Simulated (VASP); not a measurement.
## Ti: single point with PBEsol

The system is Ti.

```
CELL_PARAMETERS angstrom
4.56910 0.00000 0.00000
-2.28455 3.95696 0.00000
0.00000 0.00000 2.71440
ATOMIC_POSITIONS crystal
Ti 0.00000 0.00000 0.00000
Ti 0.33333 0.66667 0.50000
Ti 0.66667 0.33333 0.50000
```

This isn't the form of Ti at room conditions, which is hcp.

```json
{"Program": "VASP 6.6.1", "Task": "single point", "Functional": "PBEsol", "Potentials or basis": "VASP PAW PBE potentials, release 64 (Ti_sv)", "Cutoff": "520 eV", "k mesh": "12 × 12 × 14", "Occupations": "gaussian, width 0.15 eV", "Spin": "no spin polarisation"}
```

```yaml
Pressure: 0.7 GPa
Band_gap_on_the_k_mesh: zero (bands 18 and 19 overlap by 0.30 eV)
```

Stress tensor (GPa, compression positive):
```
-2.24  0.00  0.00
 0.00 -2.24  0.00
 0.00  0.00  6.49
```

Levels at points of the mesh, in eV from the Fermi level:
```tsv
k point	band 15	band 16	band 17	band 18	band 19	band 20	band 21	band 22
(0.00, 0.00, 0.00)	-0.72	-0.72	-0.62	-0.62	-0.19	0.52	1.36	1.36
(0.50, 0.00, 0.00)	-2.69	-0.49	-0.42	-0.40	0.01	0.40	1.13	1.47
(0.00, 0.00, 0.50)	-1.95	-1.65	-1.65	-1.43	0.99	0.99	1.44	1.44
(0.50, 0.00, 0.50)	-1.80	-1.19	-0.59	-0.42	0.37	0.99	1.21	1.23
```

It took 15 min on 1 thread of Intel Xeon 8259CL, with other jobs on the host, peak memory 0.27 GiB.

Caveat: the stress differs along the axes, from -2 to 6 GPa; the PAW data sets were made with another functional, which shifts forces and pressure a little.
